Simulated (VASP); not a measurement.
WSe2: single point with PBE+D3(BJ)

The system is WSe2, a slab with vacuum.

```
Se W
1.0
     3.37300    0.00000    0.00000
    -1.68650    2.92110    0.00000
     0.00000    0.00000   32.73738
Se W
2 1
Direct
  0.33333 0.66667 0.44943
  0.33333 0.66667 0.55057
  0.66667 0.33333 0.50000
```

```
Program                : VASP 6.6.1
Task                   : single point
Functional             : PBE
Dispersion             : D3(BJ)
Potentials or basis    : VASP PAW PBE potentials, release 64 (Se, W_sv)
Cutoff                 : 520 eV
k mesh                 : 9 × 9 × 1
Occupations            : gaussian, width 0.02 eV
Spin                   : no spin polarisation
Dipole correction      : yes
Further INCAR settings : ALGO = Normal; EDIFF = 1e-06; NBANDS = 20
```

* Band gap on the k mesh: 1.36 eV
* Dispersion energy per atom: -0.321 eV

Levels at points of the mesh, in eV from the valence-band top:
```tsv
k point	band 11	band 12	band 13	band 14	band 15	band 16
(0.00, 0.00, 0.00)	-1.35	-1.35	-0.12	2.79	2.79	3.01
```

Run time: 3.7 min on 1 thread of AMD EPYC 7R13, with other jobs on the host, peak memory 0.46 GiB.

Caveat: spin-orbit coupling is left out, which moves the levels of the heavy elements.
